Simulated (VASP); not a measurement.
# MgS (m.scan) (Imm2) in VASP: single point with r2SCAN

Aim: the single point of MgS (m.scan) with r2SCAN.

Everything below comes from runs of VASP 6.6.1. Logs are shortened: lines on timing, memory, paths and dates and some standing lists are left out, and cuts for length are marked.

### 1 The cell of the first run

The structure is orthorhombic, space group Imm2 (No. 44). The conventional cell has a = 3.989 Å, b = 4.005 Å, c = 5.664 Å, α = 90.00°, β = 90.00°, γ = 90.00°. Within 3.2 Å of Mg (site symmetry mm2) lie 4 S at 2.45 Å. S (site symmetry mm2) has 4 Mg at 2.45 Å within 3.2 Å.

### 2 Single point, r2SCAN

POSCAR reads:

```
MgS
1.0
    4.0048410169      0.0000000000      0.0000000000
    0.0000000000      5.6637004813      0.0000000000
    0.0000000000      0.0000000000      3.9887568572
Mg S
2 2
Direct
    0.0000000000     -0.0003889981      0.0000000000
    0.5000000000      0.4996110019      0.5000000000
    0.0000000000      0.2503889981      0.5000000000
    0.5000000000      0.7503889981      0.0000000000
```

INCAR.step1 reads:

```
PREC = Accurate ; ENCUT = 660
ISMEAR = 0 ; SIGMA = 0.02
LREAL = False ; LASPH = True
NELM = 120 ; NBANDS = 16
GGA = PE ; ALGO = Normal
EDIFF = 1E-5 ; LWAVE = True
LCHARG = False ; GGA_COMPAT = False
```

INCAR.step2 reads:

```
PREC = Accurate ; ENCUT = 660
EDIFF = 1E-6 ; ISMEAR = 0
SIGMA = 0.02 ; LREAL = False
LASPH = True ; NELM = 120
ALGO = Normal ; ISIF = 2
LWAVE = False ; LCHARG = False
METAGGA = R2SCAN ; LMIXTAU = True
NBANDS = 16 ; ISTART = 1
GGA_COMPAT = False
```

KPOINTS reads:

```
regular mesh
0
Gamma
  6 4 6
```

Potentials or basis: VASP PAW PBE potentials, release 64 (Mg, S).

Started as:

```bash
$ cat potpaw_PBE.64/Mg/POTCAR potpaw_PBE.64/S/POTCAR > POTCAR
$ cp INCAR.step1 INCAR
$ mpirun -np 1 vasp_std > vasp.out
$ cp INCAR.step2 INCAR
$ mpirun -np 1 vasp_std > vasp.out
```

OUTCAR:

```text
PREC = Accurate
   ENCUT = 660
   EDIFF = 1E-6
   ISMEAR = 0
   LREAL = False
   LASPH = True
   NELM = 120
   ISIF = 2
   METAGGA = R2SCAN
   ISTART = 1

 ion  position               nearest neighbor table
   1  0.000  1.000  0.000-   3 2.45   3 2.45   4 2.45   4 2.45
   2  0.500  0.500  0.500-   4 2.45   4 2.45   3 2.45   3 2.45
   3  0.000  0.250  0.500-   1 2.45   1 2.45   2 2.45   2 2.45
   4  0.500  0.750  0.000-   2 2.45   2 2.45   1 2.45   1 2.45

  LATTYP: Found a simple orthorhombic cell.
 ALAT       =     3.9887568572
 B/A-ratio  =     1.0040323741
 C/A-ratio  =     1.4199162005

  Lattice vectors:

 A1 = (   0.0000000000,   0.0000000000,   3.9887568572)
 A2 = (   4.0048410169,   0.0000000000,   0.0000000000)
 A3 = (   0.0000000000,   5.6637004813,   0.0000000000)

Analysis of symmetry for initial positions (statically):
=====================================================================
 Subroutine PRICEL returns following result:

  LATTYP: Found a body centered orthorhombic cell.
 ALAT       =     3.9887568572
 B/A-ratio  =     1.0040323741
 C/A-ratio  =     1.4199162005

  Lattice vectors:

 A1 = (  -2.0024205085,  -2.8318502407,  -1.9943784286)
 A2 = (   2.0024205085,  -2.8318502406,   1.9943784286)
 A3 = (  -2.0024205085,   2.8318502406,   1.9943784286)

   2 primitive cells build up your supercell.

 Routine SETGRP: Setting up the symmetry group for a
 simple orthorhombic supercell.

 Subroutine GETGRP returns: Found  4 space group operations
 (whereof  4 operations were pure point group operations)
 out of a pool of  8 trial point group operations.

The static configuration has the point symmetry C_2v.

Analysis of symmetry for dynamics (positions and initial velocities):
=====================================================================
 Subroutine PRICEL returns following result:

  LATTYP: Found a body centered orthorhombic cell.
 ALAT       =     3.9887568572
 B/A-ratio  =     1.0040323741
 C/A-ratio  =     1.4199162005

  Lattice vectors:

 A1 = (  -2.0024205085,  -2.8318502407,  -1.9943784286)
 A2 = (   2.0024205085,  -2.8318502406,   1.9943784286)
 A3 = (  -2.0024205085,   2.8318502406,   1.9943784286)

   2 primitive cells build up your supercell.

 Routine SETGRP: Setting up the symmetry group for a
 simple orthorhombic supercell.

 Subroutine GETGRP returns: Found  4 space group operations
 (whereof  4 operations were pure point group operations)
 out of a pool of  8 trial point group operations.

The dynamic configuration has the point symmetry C_2v.

 Subroutine INISYM returns: Found  4 space group operations
 (whereof  4 operations are pure point group operations),
 and found     2 'primitive' translations

----------------------------------------------------------------------------------------

                                     Primitive cell

  volume of cell :      45.2369

  direct lattice vectors                    reciprocal lattice vectors
    -2.002420508 -2.831850241 -1.994378429    -0.249697802 -0.176563009  0.000000000
     2.002420508 -2.831850241  1.994378429     0.000000000 -0.176563009  0.250704677
    -2.002420508  2.831850241  1.994378429    -0.249697802  0.000000000  0.250704677

  length of vectors
     4.000826039  4.000826039  4.000826039     0.305816103  0.306638764  0.353838703

  position of ions in fractional coordinates (direct lattice)
     0.000388998  0.000388998  0.000000000
     0.749611002  0.249611002  0.500000000

  ion indices of the primitive-cell ions
   primitive index   ion index
                 1           1
                 2           4

----------------------------------------------------------------------------------------

 KPOINTS: regular mesh

Automatic generation of k-mesh.
 Grid dimensions read from file:
 generate k-points for:    6    4    6

 Generating k-lattice:

  Cartesian coordinates                     Fractional coordinates (reciprocal lattice)
     0.041616300  0.000000000  0.000000000     0.166666667  0.000000000  0.000000000
     0.000000000  0.044140752  0.000000000     0.000000000  0.250000000  0.000000000
     0.000000000  0.000000000  0.041784113     0.000000000  0.000000000  0.166666667

  Length of vectors
     0.041616300  0.044140752  0.041784113

  Shift w.r.t. Gamma in fractional coordinates (k-lattice)
     0.000000000  0.000000000  0.000000000

 Subroutine IBZKPT returns following result:
 ===========================================

 Found     48 irreducible k-points:

 Following reciprocal coordinates:
            Coordinates               Weight
  0.000000  0.000000  0.000000      1.000000
  0.166667  0.000000  0.000000      2.000000
  0.333333  0.000000  0.000000      2.000000
  0.500000  0.000000  0.000000      1.000000
  0.000000  0.250000  0.000000      2.000000
  0.166667  0.250000  0.000000      4.000000
[... 16 lines left out ...]
  0.333333  0.500000  0.166667      4.000000
  0.500000  0.500000  0.166667      2.000000
 [... further k-points ...]
   k-points           NKPTS =     48   k-points in BZ     NKDIM =     48   number of bands    NBANDS=     16
   number of dos      NEDOS =    301   number of ions     NIONS =      4
   total plane-waves  NPLWV =  62208
   dimension x,y,z NGX =    36 NGY =   48 NGZ =   36
   dimension x,y,z NGXF=    72 NGYF=   96 NGZF=   72
   ions per type =               2   2
   NGX,Y,Z   is equivalent  to a cutoff of  14.94, 14.09, 15.00 a.u.
   NGXF,Y,Z  is equivalent  to a cutoff of  29.89, 28.18, 30.01 a.u.
 SYSTEM =  unknown system
   PREC   = accura    normal or accurate (medium, high low for compatibility)
   ISTART =      1    job   : 0-new  1-cont  2-samecut
   ICHARG =      0    charge: 1-file 2-atom 10-const
   ISPIN  =      1    spin polarized calculation?
   LNONCOLLINEAR =      F non collinear calculations
   LSORBIT =      F    spin-orbit coupling
   LASPH  =      T    aspherical Exc in radial PAW
   ENCUT  =  660.0 eV  48.51 Ry    6.96 a.u.   8.39 11.86  8.36*2*pi/ulx,y,z
   NELM   =    120;   NELMIN=  2; NELMDL=  0     # of ELM steps
   EDIFF  = 0.1E-05   stopping-criterion for ELM
   LREAL  =      F    real-space projection
   EDIFFG = 0.1E-04   stopping-criterion for IOM
   NSW    =      0    number of steps for IOM
   IBRION =     -1    ionic relax: 0-MD 1-quasi-New 2-CG
   NFREE  =      0    steps in history (QN), initial steepest desc. (CG)
   ISIF   =      2    stress and relaxation
   ISYM   =      2    0-nonsym 1-usesym 2-fastsym
   POTIM  = 0.5000    time-step for ionic-motion
   TEBEG  =    0.0;   TEEND  =   0.0 temperature during run
   PSTRESS=    0.0 pullay stress
   NELECT =      16.0000    total number of electrons
   NUPDOWN=      -1.0000    fix difference up-down
   EMIN   =  10.00;   EMAX   =-10.00  energy-range for DOS
   EFERMI =   0.00;   METHOD = LEGACY
   ISMEAR =     0;   SIGMA  =   0.02  broadening in eV -4-tet -1-fermi 0-gaus
   EFERMI_NEDOS =   21; number of points for ismear=-14 and -15
   IALGO  =     38    algorithm
   IMIX   =      4    mixing-type and parameters
     AMIX     =   0.40;   BMIX     =  1.00
     AMIX_MAG =   1.60;   BMIX_MAG =  1.00
  volume/ion in A,a.u.               =      22.62       152.64
  Fermi-wavevector in a.u.,A,eV,Ry     =   0.918912  1.736491 11.488742  0.844399
  Thomas-Fermi vector in A             =   2.044047
   LORBIT       =      0    0 simple, 1 ext, 2 COOP (PROOUT), +10 PAW based schemes
   METAGGA = R2SCAN    functional components
   LHFCALC =     F    Hartree Fock is set to
   AEXX    =    0.0000 exact exchange contribution
   IVDW    =     0    specifies the selected vdW correction
   LEPSILON=     F    determine dielectric tensor
   LRPA    =     F    only Hartree local field effects (RPA)
 non-spin polarized calculation
 Gauss-broadening in eV      SIGMA  =   0.02
  energy-cutoff  :      660.00
  volume of cell :       90.47
 maximum number of plane-waves:      3523
 NGX is ok and might be reduce to    36
   NGX = 17   NGY = 23   NGZ = 17

 number of electron      16.0000000 magnetization

 Free energy of the ion-electron system (eV)
  ---------------------------------------------------
  ext. energy  EPLUGINS =         0.00000000
  ---------------------------------------------------
  free energy    TOTEN  =       -30.90259030 eV

  energy without entropy =      -30.90259030  energy(sigma->0) =      -30.90259030

 E-fermi :   0.9241     XC(G=0):  -8.7879

 val. band max:        0.8018365051   @ k =   0.0000   0.0000   0.0000
 cond. band min:       4.9326757188   @ k =   0.0000   0.0000   0.0000
 fundamental gap:      4.1308392137
 Fermi energy:         0.9240920518

 k-point     1 :       0.0000    0.0000    0.0000
  band No.  band energies     occupation
      1     -10.9616      2.00000
      2     -10.0358      2.00000
      3      -2.0458      2.00000
      4      -0.2772      2.00000
      5      -0.2413      2.00000
      6       0.7769      2.00000
[... 8 lines left out ...]
     15      12.2319      0.00000
     16      12.2665      0.00000

 k-point     2 :       0.1667    0.0000    0.0000
  band No.  band energies     occupation
      1     -10.8558      2.00000
      2     -10.0366      2.00000
      3      -1.8813      2.00000
      4      -0.7609      2.00000
      5      -0.1376      2.00000
      6       0.0780      2.00000
[... 8 lines left out ...]
     15      11.3859      0.00000
     16      11.9142      0.00000

 k-point     3 :       0.3333    0.0000    0.0000
  band No.  band energies     occupation
      1     -10.5853      2.00000
      2     -10.0902      2.00000
      3      -1.6132      2.00000
      4      -1.2375      2.00000
      5      -1.0133      2.00000
      6       0.0893      2.00000
[... 8 lines left out ...]
     15      10.4841      0.00000
     16      10.7089      0.00000
[... 362 lines left out ...]
 k-point    23 :       0.3333    0.5000    0.1667
  band No.  band energies     occupation
      1     -10.2760      2.00000
      2     -10.2760      2.00000
      3      -1.9100      2.00000
      4      -1.9100      2.00000
      5      -0.2626      2.00000
      6      -0.2626      2.00000
[... 8 lines left out ...]
     15       9.9820      0.00000
     16       9.9820      0.00000

 k-point    24 :       0.5000    0.5000    0.1667
  band No.  band energies     occupation
      1     -10.2070      2.00000
      2     -10.2070      2.00000
      3      -2.2065      2.00000
      4      -2.2065      2.00000
      5      -0.0605      2.00000
      6      -0.0605      2.00000
[... 8 lines left out ...]
     15      10.5012      0.00000
     16      10.5012      0.00000

 [... further k-points ...]
[... 5 lines left out ...]
  --------------------------------------------------------------------------------------
  -------------------------------------------------------------------------------------
  Total       -0.1035365     -0.0608298      0.0410500      0.0000000      0.0000000      0.0000000
  in kB       -1.8335006     -1.0772182      0.7269436      0.0000000      0.0000000      0.0000000
  external PRESSURE =      -0.7279251 kB  Pullay stress =       0.0000000 kB

 VOLUME and BASIS-vectors are now :
 -----------------------------------------------------------------------------
  energy-cutoff  :      660.00
  volume of cell :       90.47
      direct lattice vectors                 reciprocal lattice vectors
     4.004841017  0.000000000  0.000000000     0.249697802  0.000000000  0.000000000
     0.000000000  5.663700481  0.000000000     0.000000000  0.176563009  0.000000000
     0.000000000  0.000000000  3.988756857     0.000000000  0.000000000  0.250704677

 POSITION                                       TOTAL-FORCE (eV/Angst)
 -----------------------------------------------------------------------------------
      0.00000      5.66150      0.00000        -0.000000      0.000901      0.000000
      2.00242      2.82965      1.99438        -0.000000      0.000901      0.000000
      0.00000      1.41813      1.99438         0.000000     -0.000901      0.000000
      2.00242      4.24998      0.00000         0.000000     -0.000901      0.000000
 -----------------------------------------------------------------------------------
    total drift:                               -0.000000      0.000170     -0.000000

  FREE ENERGIE OF THE ION-ELECTRON SYSTEM (eV)
  ---------------------------------------------------
  free  energy   TOTEN  =       -30.9025902967 eV

  energy  without entropy=      -30.9025902967  energy(sigma->0) =      -30.90259030
```

It used 690 s of CPU time on 1 thread of AMD EPYC 7R13 Processor (Zen 3), with other jobs on the host.

What came out:

| Quantity | Value |
| --- | --- |
| Free energy | -30.9026 eV |
| Pressure | -0.1 GPa |
| Band gap on the k mesh | 4.13 eV |

Caveat: the PAW data sets were made with another functional, which shifts forces and pressure a little. r2SCAN opens gaps a little over a GGA but as a rule still falls short of measured ones.
